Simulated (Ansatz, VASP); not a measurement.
## Ag: VASP beside Ansatz

Contents of POSCAR:

```
Ag
1.0
    0.0000000000      2.0635310000      2.0431000000
    2.0431000000      0.0000000000      2.0431000000
    2.0431000000      2.0635310000      0.0000000000
Ag
1
Direct
    0.0000000000      0.0000000000      0.0000000000
```

File INCAR.step1:

```
SYSTEM = Ag
ALGO = Normal
EDIFF = 1E-4
ENCUT = 520
GGA = PE
ISMEAR = 0
LASPH = .True.
LCHARG = .False.
LREAL = .False.
LWAVE = .True.
NBANDS = 12
NELM = 100
PREC = Accurate
SIGMA = 0.15
```

The input INCAR.step2:

```
SYSTEM = Ag
ALGO = Normal
EDIFF = 1E-6
ENCUT = 520
ISIF = 2
ISMEAR = 0
ISTART = 1
LASPH = .True.
LCHARG = .False.
LMIXTAU = .True.
LREAL = .False.
LWAVE = .False.
METAGGA = R2SCAN
NBANDS = 12
NELM = 100
PREC = Accurate
SIGMA = 0.15
```

Contents of KPOINTS:

```
k-points
0
Gamma
  20 20 20
  0 0 0
```

Input for Ansatz:

```yaml
crystal:
  lattice:
    - [0.0, 2.063531, 2.0431]
    - [2.0431, 0.0, 2.0431]
    - [2.0431, 2.063531, 0.0]
  atoms:
    - { symbol: Ag, position: [0.0, 0.0, 0.0] }
basis:
  ecutwfc: 500
kpoints:
  mp_grid: { grid: [20, 20, 20] }
hamiltonian:
  xc: r2scan
scf:
  occupations: { method: gaussian, width: 0.15 }
output:
  forces: true
  stress: true
  eigenvalues: true
```

Change from the starting cell: strain +0.0100 x Voigt [0, 1, 0, 0, 0, 0], atoms carried along.

Alike in both runs: task single point; functional r2SCAN; k mesh 20 × 20 × 20; occupations gaussian, width 0.15 eV; no spin polarisation.

|  | VASP | Ansatz |
| --- | --- | --- |
| version | VASP 6.6.1 | Ansatz 0.2.0 |
| potentials or method | VASP PAW PBE potentials, release 64 (Ag), cutoff 520 eV | scalar-relativistic, plane waves, PAW |
| valence electrons in the cell | 11 | 19 |

VASP gave:

| Quantity | Value |
| --- | --- |
| gap on the k mesh at the Fermi level (eV) | none |
| pressure (GPa) | 0.5 |
| traceless stress, the component that is largest in VASP (GPa) | -0.26 |

Which values does Ansatz return?

gap on the k mesh at the Fermi level (eV): none; pressure (GPa): 0.3; traceless stress, the component that is largest in VASP (GPa): -0.25.

VASP's potentials were made for PBE, not for r2SCAN. A gap of «none» marks a metal or a gap that the smearing closes. The functional is the same, so the differences come from potentials, cutoffs and numerics. VASP's potentials hold 11 valence electrons a cell and Ansatz's 19, so a difference there can come from the potentials and not from the codes.
